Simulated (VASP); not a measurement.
Set up this calculation in VASP 6.6.1, as the native input.

```
Task                   : single point
Functional             : revPBE
Potentials or basis    : VASP PAW PBE potentials, release 64 (V_sv)
Cutoff                 : 500 eV
k mesh                 : 6 × 6 × 6
Occupations            : gaussian, width 0.1 eV
Spin                   : collinear spin, ferromagnetic start
Starting moments       : [0.51] μB
Dipole correction      : no
Further INCAR settings : ALGO = Normal; EDIFF = 1e-06; NBANDS = 16
```

The structure of V lies in POSCAR:

```
V
1.0
   -1.5130000000      1.5130000000      1.5130000000
    1.5130000000     -1.5130000000      1.5130000000
    1.5130000000      1.5130000000     -1.5130000000
V
1
Direct
    0.0000000000      0.0000000000      0.0000000000
```

One way to write it, as run:

INCAR

```
ALGO     = Normal         # electronic algorithm
EDIFF    = 1E-6           # SCF threshold, eV
ENCUT    = 500            # plane-wave cutoff, eV
GGA      = RE             # functional
GGA_COMPAT= False        
ISIF     = 2              # what is computed and relaxed
ISMEAR   = 0              # smearing method
ISPIN    = 2              # spin polarisation
LASPH    = True           # aspherical terms in the spheres
LCHARG   = True           # write CHGCAR
LELF     = True           # ELF
LMAXMIX  = 4              # l up to which the mixer works
LORBIT   = 11             # projections on sites
LREAL    = False          # projectors in reciprocal space
LVHAR    = True         
LWAVE    = False          # write WAVECAR
MAGMOM   = 0.51           # initial moments
NBANDS   = 16             # bands
NELM     = 200            # most SCF steps
PREC     = Accurate       # precision mode
SIGMA    = 0.1            # smearing width, eV
```

KPOINTS

```
k-points
0
Gamma
  6 6 6
```

Potentials or basis: VASP PAW PBE potentials, release 64 (V_sv).

The run is started by

```bash
$ cat potpaw_PBE.64/V_sv/POTCAR > POTCAR
$ mpirun -np 1 vasp_std > vasp.out
```

It gave:

```
Pressure                                              : -0.5 GPa
Net moment                                            : 0.63 μB per cell
Site moments                                          : V +0.50 μB
Valence electrons inside the program's atomic spheres : V 11.60
```

Caveat: the k points lie up to 0.49 Å⁻¹ apart; the PAW data sets were made with another functional, which shifts forces and pressure a little.

Wall time 13 s on 1 thread of AMD EPYC 7R13, with other jobs on the host, peak memory 0.1 GiB.
